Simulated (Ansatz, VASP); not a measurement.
## One calculation of CaI2, two programs

File INCAR:

```
SYSTEM = CaI2
PREC     = Accurate       ! precision mode
ENCUT    = 520            ! plane-wave cutoff, eV
EDIFF    = 1E-8           ! SCF threshold, eV
ISMEAR   = -1             ! smearing method
SIGMA    = 0.03           ! smearing width, eV
LREAL    = .False.        ! projectors in reciprocal space
LASPH    = .True.         ! aspherical terms in the spheres
NELM     = 80             ! most SCF steps
ALGO     = Normal         ! electronic algorithm
ISIF     = 2              ! what is computed and relaxed
LWAVE    = .False.        ! write WAVECAR
LCHARG   = .False.        ! write CHGCAR
GGA      = CA             ! functional
LEFG     = .True.       
NBANDS   = 19             ! bands
```

Contents of KPOINTS:

```
regular mesh
0
Gamma
  7 7 4
  0 0 0
```

The input POSCAR:

```
CaI2
1.0
    3.7679595468      0.0000000000      0.0000000000
   -1.8839797734      3.2631486880      0.0000000000
    0.0000000000      0.0000000000      6.2497384280
Ca I
1 2
Direct
    0.0000000000      0.0000000000      0.0000000000
    0.3333333333      0.6666666667      0.2927857377
    0.6666666667      0.3333333333      0.7072142623
```

Input for Ansatz:

```yaml
crystal:
  lattice:
    - [3.7679595468, 0.0, 0.0]
    - [-1.8839797734, 3.263148688, 0.0]
    - [0.0, 0.0, 6.249738428]
  atoms:
    - { symbol: Ca, position: [0.0, 0.0, 0.0] }
    - { symbol: I, position: [0.3333333333, 0.6666666667, 0.2927857377] }
    - { symbol: I, position: [0.6666666667, 0.3333333333, 0.7072142623] }
kpoints:
  mp_grid: { grid: [7, 7, 4] }
  band_path:
    path:
      - [0.0, 0.0, 0.0]
      - [0.5, 0.0, 0.0]
      - [0.3333333333, 0.3333333333, 0.0]
      - [0.0, 0.0, 0.0]
      - [0.0, 0.0, 0.5]
      - [0.5, 0.0, 0.5]
      - [0.3333333333, 0.3333333333, 0.5]
      - [0.0, 0.0, 0.5]
      - [0.5, 0.0, 0.5]
    npoints: 6
scf:
  occupations: { method: fermi_dirac, width: 0.03 }
hamiltonian:
  xc: lda
  pseudopotentials: { kind: paw }
output:
  forces: true
  stress: true
  eigenvalues: true
  efg: { contact_densities: true }
  populations: true
```

Change from the starting cell: volume scaled by 0.6, PAW files.

Alike in both runs: task electric field gradients; functional LDA; k mesh 7 × 7 × 4; occupations fermi-dirac, width 0.03 eV; no spin polarisation.

|  | VASP | Ansatz |
| --- | --- | --- |
| version | VASP 6.6.1 | Ansatz 0.2.0 |
| potentials or method | VASP PAW LDA potentials, release 64 (Ca_sv, I) | PAW with Ansatz's default frozen-core files, scalar-relativistic |
| plane-wave cutoff (eV) | 520 | 420 |
| valence electrons in the cell | 24 | 44 |

VASP gave:

* gap on the k mesh at the Fermi level (eV): 1.76
* pressure (GPa): 17.5
* traceless stress, the component that is largest in VASP (GPa): 0.07
* rms of the force components (eV/Å): 0.021
* size of Vzz on the site where it differs most (V/Å²): 71.8

Question: What did Ansatz give for the same quantities?

Answer: gap on the k mesh at the Fermi level (eV): 1.78; pressure (GPa): 17.2; traceless stress, the component that is largest in VASP (GPa): 0.01; rms of the force components (eV/Å): 0.000; size of Vzz on the site where it differs most (V/Å²): 74.0.

LDA's correlation is that of Perdew and Zunger in VASP and of Perdew and Wang (1992) in Ansatz. Atom by atom the forces differ by 0.021 eV/Å (rms over components). VASP's potentials hold 24 valence electrons a cell and Ansatz's 44, so a difference there can come from the potentials and not from the codes.

Neither program's run includes spin-orbit coupling.
